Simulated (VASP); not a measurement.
# Zn5S6 (a cell with a defect) in VASP: further runs

Runs on Zn5S6 (a cell with a defect). Level: PBE. Tasks: single point.

Everything below comes from runs of VASP 6.6.1. Logs are shortened: lines on timing, memory, paths and dates and some standing lists are left out, and cuts for length are marked.

### 1 The cell of the first run

The cell holds a defect, 11 atoms: a = 6.305 Å, b = 6.658 Å, c = 6.658 Å, α = 120.00°, β = 90.00°, γ = 90.00°.

### 2 Single point, PBE, collinear spin (atoms taken out, then relaxed in part)

Input file INCAR:

```
ALGO = Normal
EDIFF = 1E-7
ENCUT = 520
GGA = PE
ISIF = 2
ISMEAR = 0
ISPIN = 2
LASPH = T
LCHARG = F
LORBIT = 11
LREAL = F
LWAVE = F
MAGMOM = 0 0 0 0 0 0.25 0 0 0.25 0.25 0.25
NBANDS = 63
NELECT = 97.0
NELM = 150
PREC = Accurate
SIGMA = 0.01
```

Input file KPOINTS:

```
k-points
0
Gamma
  2 2 2
```

Input file POSCAR:

```
Zn5S6
1.0
    0.0000000000      0.0000000000     -6.3046430411
   -5.7661004008     -3.3290596185      0.0000000000
    0.0000000001      6.6581192371      0.0000000000
Zn S
5 6
Direct
    1.0107267301      1.0000000000      0.3333333333
    1.0107267301      0.3333333333      1.0000000000
    0.4929234545      0.3406940901      0.3406940901
    0.4929234545      0.6666666667      0.9926392432
    0.4929234545      0.9926392432      0.6666666667
    0.6250900901      0.6666666667      0.6666666667
    0.6273802587      1.0000000000      0.3333333333
    0.6273802587      0.3333333333      1.0000000000
    0.1233974141      0.3319677284      0.3319677284
    0.1233974141      0.6666666667      1.0013656049
    0.1233974141      1.0013656049      0.6666666667
```

Potentials or basis: VASP PAW PBE potentials, release 64 (Zn, S).

Launch:

```
> cat potpaw_PBE.64/Zn/POTCAR potpaw_PBE.64/S/POTCAR > POTCAR
> mpirun -np 1 vasp_std > vasp.out
```

OUTCAR:

```text
EDIFF = 1E-7
   ENCUT = 520
   GGA = PE
   ISIF = 2
   ISMEAR = 0
   ISPIN = 2
   LASPH = T
   LORBIT = 11
   LREAL = F
   NELECT = 97.0
   NELM = 150
   PREC = Accurate

 ion  position               nearest neighbor table
   1  0.011  0.000  0.333-  10 2.33   9 2.33  11 2.33   7 2.42
   2  0.011  0.333  0.000-  11 2.33   9 2.33  10 2.33   8 2.42
   3  0.493  0.341  0.341-   6 2.32   9 2.33   8 2.40   7 2.40
   4  0.493  0.667  0.993-   6 2.32  10 2.33   7 2.40   8 2.40
   5  0.493  0.993  0.667-   6 2.32  11 2.33   8 2.40   7 2.40
   6  0.625  0.667  0.667-   4 2.32   5 2.32   3 2.32
   7  0.627  0.000  0.333-   4 2.40   3 2.40   5 2.40   1 2.42
   8  0.627  0.333  0.000-   5 2.40   3 2.40   4 2.40   2 2.42
   9  0.123  0.332  0.332-   2 2.33   1 2.33   3 2.33
  10  0.123  0.667  0.001-   1 2.33   2 2.33   4 2.33
  11  0.123  0.001  0.667-   2 2.33   1 2.33   5 2.33

  LATTYP: Found a hexagonal cell.
 ALAT       =     6.6581192371
 C/A-ratio  =     0.9469105038

  Lattice vectors:

 A1 = (  -5.7661004008,  -3.3290596185,   0.0000000000)
 A2 = (   0.0000000001,   6.6581192371,   0.0000000000)
 A3 = (   0.0000000000,   0.0000000000,  -6.3046430411)

Analysis of symmetry for initial positions (statically):
=====================================================================
 Subroutine PRICEL returns:
 Original cell was already a primitive cell.

 Routine SETGRP: Setting up the symmetry group for a
 hexagonal supercell.

 Subroutine GETGRP returns: Found  6 space group operations
 (whereof  2 operations were pure point group operations)
 out of a pool of 24 trial point group operations.

The static configuration has the point symmetry C_1h.
 The point group associated with its full space group is C_3v.

Analysis of symmetry for dynamics (positions and initial velocities):
=====================================================================
 Subroutine PRICEL returns:
 Original cell was already a primitive cell.

 Routine SETGRP: Setting up the symmetry group for a
 hexagonal supercell.

 Subroutine GETGRP returns: Found  6 space group operations
 (whereof  2 operations were pure point group operations)
 out of a pool of 24 trial point group operations.

The dynamic configuration has the point symmetry C_1h.
 The point group associated with its full space group is C_3v.

Analysis of structural, dynamic, and magnetic symmetry:
=====================================================================
 Subroutine PRICEL returns:
 Original cell was already a primitive cell.

 Routine SETGRP: Setting up the symmetry group for a
 hexagonal supercell.

 Subroutine GETGRP returns: Found  6 space group operations
 (whereof  2 operations were pure point group operations)
 out of a pool of 24 trial point group operations.

The overall configuration has the point symmetry C_1h.
 The point group associated with its full space group is C_3v.

 Subroutine INISYM returns: Found  6 space group operations
 (whereof  2 operations are pure point group operations),
 and found     1 'primitive' translations

----------------------------------------------------------------------------------------

                                     Primitive cell

  volume of cell :     242.0440

  direct lattice vectors                    reciprocal lattice vectors
     0.000000000  0.000000000 -6.304643041     0.000000000  0.000000000 -0.158613262
    -5.766100401 -3.329059619  0.000000000    -0.173427435  0.000000000  0.000000000
     0.000000000  6.658119237  0.000000000    -0.086713717  0.150192564  0.000000000

  length of vectors
     6.304643041  6.658119237  6.658119237     0.158613262  0.173427435  0.173427435

  position of ions in fractional coordinates (direct lattice)
     0.010726730  0.000000000  0.333333333
     0.010726730  0.333333333  1.000000000
     0.492923455  0.340694090  0.340694090
     0.492923455  0.666666667  0.992639243
     0.492923455  0.992639243  0.666666667
     0.625090090  0.666666667  0.666666667
     0.627380259  0.000000000  0.333333333
     0.627380259  0.333333333  1.000000000
[... 61 lines left out ...]
   ICHARG =      2    charge: 1-file 2-atom 10-const
   ISPIN  =      2    spin polarized calculation?
   LNONCOLLINEAR =      F non collinear calculations
   LSORBIT =      F    spin-orbit coupling
   LASPH  =      T    aspherical Exc in radial PAW
   ENCUT  =  520.0 eV  38.22 Ry    6.18 a.u.  11.72 12.38 12.38*2*pi/ulx,y,z
   NELM   =    150;   NELMIN=  2; NELMDL= -5     # of ELM steps
   EDIFF  = 0.1E-06   stopping-criterion for ELM
   LREAL  =      F    real-space projection
   EDIFFG = 0.1E-05   stopping-criterion for IOM
   NSW    =      0    number of steps for IOM
   IBRION =     -1    ionic relax: 0-MD 1-quasi-New 2-CG
   NFREE  =      0    steps in history (QN), initial steepest desc. (CG)
   ISIF   =      2    stress and relaxation
   ISYM   =      2    0-nonsym 1-usesym 2-fastsym
   POTIM  = 0.5000    time-step for ionic-motion
   TEBEG  =    0.0;   TEEND  =   0.0 temperature during run
   PSTRESS=    0.0 pullay stress
   NELECT =      97.0000    total number of electrons
   NUPDOWN=      -1.0000    fix difference up-down
   EMIN   =  10.00;   EMAX   =-10.00  energy-range for DOS
   EFERMI =   0.00;   METHOD = LEGACY
   ISMEAR =     0;   SIGMA  =   0.01  broadening in eV -4-tet -1-fermi 0-gaus
   EFERMI_NEDOS =   21; number of points for ismear=-14 and -15
   IALGO  =     38    algorithm
   IMIX   =      4    mixing-type and parameters
     AMIX     =   0.40;   BMIX     =  1.00
     AMIX_MAG =   1.60;   BMIX_MAG =  1.00
  volume/ion in A,a.u.               =      22.00       148.49
  Fermi-wavevector in a.u.,A,eV,Ry     =   1.206982  2.280865 19.821030  1.456805
  Thomas-Fermi vector in A             =   2.342633
   LORBIT       =     11    0 simple, 1 ext, 2 COOP (PROOUT), +10 PAW based schemes
   GGA     = PE    functional components
   LHFCALC =     F    Hartree Fock is set to
   AEXX    =    0.0000 exact exchange contribution
   IVDW    =     0    specifies the selected vdW correction
   LEPSILON=     F    determine dielectric tensor
   LRPA    =     F    only Hartree local field effects (RPA)
 spin polarized calculation
 Gauss-broadening in eV      SIGMA  =   0.01
  energy-cutoff  :      520.00
  volume of cell :      242.04
 maximum number of plane-waves:      6588
 NGX is ok and might be reduce to    48
   NGX = 23   NGY = 25   NGZ = 25

 number of electron      97.0000003 magnetization       0.2499786

 Free energy of the ion-electron system (eV)
  ---------------------------------------------------
  ext. energy  EPLUGINS =         0.00000000
  ---------------------------------------------------
  free energy    TOTEN  =       -34.78833390 eV

  energy without entropy =      -34.78833390  energy(sigma->0) =      -34.78833390

 E-fermi :   1.3591     XC(G=0):  -9.1901

 val. band max:        1.3127132255   @ k =   0.5000   0.0000   0.0000
 cond. band min:       1.4025073428   @ k =   0.5000   0.0000   0.0000
 fundamental gap:      0.0897941173
 Fermi energy:         1.3591179700

 spin component 1

 k-point     1 :       0.0000    0.0000    0.0000
  band No.  band energies     occupation
      1     -11.4576      1.00000
      2     -10.5810      1.00000
      3     -10.5549      1.00000
      4     -10.2479      1.00000
      5     -10.2479      1.00000
      6     -10.1579      1.00000
[... 241 lines left out ...]
     59       7.3693      0.00000
     60       7.3790      0.00000
 Fermi energy:         1.3591179700

 spin component 2

 k-point     1 :       0.0000    0.0000    0.0000
  band No.  band energies     occupation
      1     -11.4378      1.00000
      2     -10.5817      1.00000
      3     -10.5091      1.00000
      4     -10.1772      1.00000
      5     -10.1772      1.00000
      6     -10.1589      1.00000
[... 241 lines left out ...]
     59       7.3791      0.00000
     60       7.3855      0.00000
 [bands above 60 left out]

------------------------ aborting loop because EDIFF is reached ----------------------------------------

  FORCE on cell =-STRESS in cart. coord.  units (eV):
  Direction    XX          YY          ZZ          XY          YZ          ZX
  --------------------------------------------------------------------------------------
  -------------------------------------------------------------------------------------
  Total        4.9286508      4.9286508      5.6752366      0.0000000     -0.0000000     -0.0000000
  in kB       32.6245371     32.6245371     37.5664610      0.0000000     -0.0000000     -0.0000000
  external PRESSURE =      34.2718451 kB  Pullay stress =       0.0000000 kB

 VOLUME and BASIS-vectors are now :
 -----------------------------------------------------------------------------
  energy-cutoff  :      520.00
  volume of cell :      242.04
      direct lattice vectors                 reciprocal lattice vectors
     0.000000000  0.000000000 -6.304643041     0.000000000  0.000000000 -0.158613262
    -5.766100401 -3.329059619  0.000000000    -0.173427435  0.000000000  0.000000000
     0.000000000  6.658119237  0.000000000    -0.086713717  0.150192564  0.000000000

 POSITION                                       TOTAL-FORCE (eV/Angst)
 -----------------------------------------------------------------------------------
      0.00000      2.21937     -0.06763         0.000000     -0.000000     -0.005431
     -1.92203     -1.10969     -0.06763         0.000000     -0.000000     -0.005431
     -1.96448      1.13419     -3.10771        -0.000060      0.000035     -0.000607
     -3.84407      4.38974     -3.10771        -0.000000     -0.000070     -0.000607
     -5.72366      1.13419     -3.10771         0.000060      0.000035     -0.000607
     -3.84407      2.21937     -3.94097         0.000000     -0.000000     -0.024293
      0.00000      2.21937     -3.95541         0.000000     -0.000000     -0.001841
     -1.92203     -1.10969     -3.95541         0.000000     -0.000000     -0.001841
     -1.91416      1.10514     -0.77798        -0.012650      0.007303      0.013552
     -3.84407     -2.21028     -0.77798        -0.000000     -0.014606      0.013552
     -0.00787      4.43420     -0.77798         0.012650      0.007303      0.013552
 -----------------------------------------------------------------------------------
    total drift:                                0.000266     -0.000127      0.000967

  FREE ENERGIE OF THE ION-ELECTRON SYSTEM (eV)
  ---------------------------------------------------
  free  energy   TOTEN  =       -34.7883338957 eV

  energy  without entropy=      -34.7883338957  energy(sigma->0) =      -34.78833390

 total charge

# of ion       s       p       d       tot
------------------------------------------
    1        0.533   0.482   9.788  10.803
    2        0.533   0.482   9.788  10.803
    3        0.525   0.468   9.794  10.787
    4        0.525   0.468   9.794  10.787
    5        0.525   0.468   9.794  10.787
    6        1.330   2.408   0.000   3.738
    7        1.322   2.422   0.000   3.744
    8        1.322   2.422   0.000   3.744
    9        1.336   2.390   0.000   3.726
   10        1.336   2.390   0.000   3.726
   11        1.336   2.390   0.000   3.726
--------------------------------------------------
tot         10.621  16.792  48.956  76.370

 magnetization (x)

# of ion       s       p       d       tot
------------------------------------------
    1       -0.002   0.002   0.008   0.008
    2       -0.002   0.002   0.008   0.008
    3       -0.000  -0.000   0.001   0.000
    4       -0.000  -0.000   0.001   0.000
    5       -0.000  -0.000   0.001   0.000
    6       -0.000  -0.001   0.000  -0.001
    7       -0.000  -0.000   0.000  -0.001
    8       -0.000  -0.000   0.000  -0.001
    9        0.002   0.051   0.000   0.053
   10        0.002   0.051   0.000   0.053
   11        0.002   0.051   0.000   0.053
--------------------------------------------------
tot          0.000   0.153   0.019   0.172
```

Run time: 5.1 min. Hardware: 1 thread of Intel Xeon 8259CL, shared host; peak memory 0.46 GiB.

What came out:

```yaml
Free_energy: -34.7883 eV
Largest_force: 0.024 eV/Å
Net_moment: 0.25 μB per cell
Site_moments: Zn +0.01, +0.00 (each value once); S -0.00, +0.05 (each value once) μB
Valence_electrons_inside_the_program's_atomic_spheres: Zn 10.80, 10.79 (each value once); S 3.74, 3.73 (each value once)
```

Forces on the atoms (eV/Å):
```
Zn   0.000  0.000 -0.005
Zn   0.000  0.000 -0.005
Zn   0.000  0.000 -0.001
Zn   0.000  0.000 -0.001
Zn   0.000  0.000 -0.001
S    0.000  0.000 -0.024
S    0.000  0.000 -0.002
S    0.000  0.000 -0.002
S   -0.013  0.007  0.014
S    0.000 -0.015  0.014
S    0.013  0.007  0.014
```

Caveat: the k points lie up to 0.54 Å⁻¹ apart; the cell carries a net charge on a neutralising background, which shifts energy and pressure; the cell differs from its parent crystal (atoms taken out, then relaxed in part); the cell is charged against a uniform background, so pressure and absolute levels hang on convention.

(Continued in part 2 of 2.)
